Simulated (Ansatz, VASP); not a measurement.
# Ti3Se in VASP and in Ansatz

```
Ti Se
1.0
     4.04989    0.00000    0.00000
    -2.02494    3.50731    0.00000
     0.00000    0.00000    5.60031
Ti Se
3 1
Direct
  0.50000 0.00000 0.50000
  0.00000 0.50000 0.50000
  0.50000 0.50000 0.50000
  0.00000 0.00000 0.00000
```

Alike in both runs: task single point; functional PBE; k mesh 6 × 6 × 4; occupations gaussian, width 0.1 eV; collinear spin.

```csv
,VASP,Ansatz
version,VASP 6.6.1,Ansatz 0.2.0
potentials or method,"VASP PAW PBE potentials, release 64 (Ti_sv, Se), cutoff 520 eV","scalar-relativistic, plane waves, PAW"
valence electrons in the cell,42,52
```

```csv
,VASP,Ansatz,Ansatz less VASP
gap on the k mesh at the Fermi level (eV),none,none,-
pressure (GPa),26.3,23.9,-2.39
"traceless stress, the component that is largest in VASP (GPa)",-49.16,-46.77,+2.385
net moment per atom (μB),0.07,0.07,+0.005
size of the moment on the site where the two differ most (μB),0.08,0.05,-0.025
```

Site moments also hang on the region over which each program counts them. A gap of «none» marks a metal or a gap that the smearing closes. VASP's potentials hold 42 valence electrons a cell and Ansatz's 52, so a difference there can come from the potentials and not from the codes. Ansatz's warnings: seeded moment not kept.
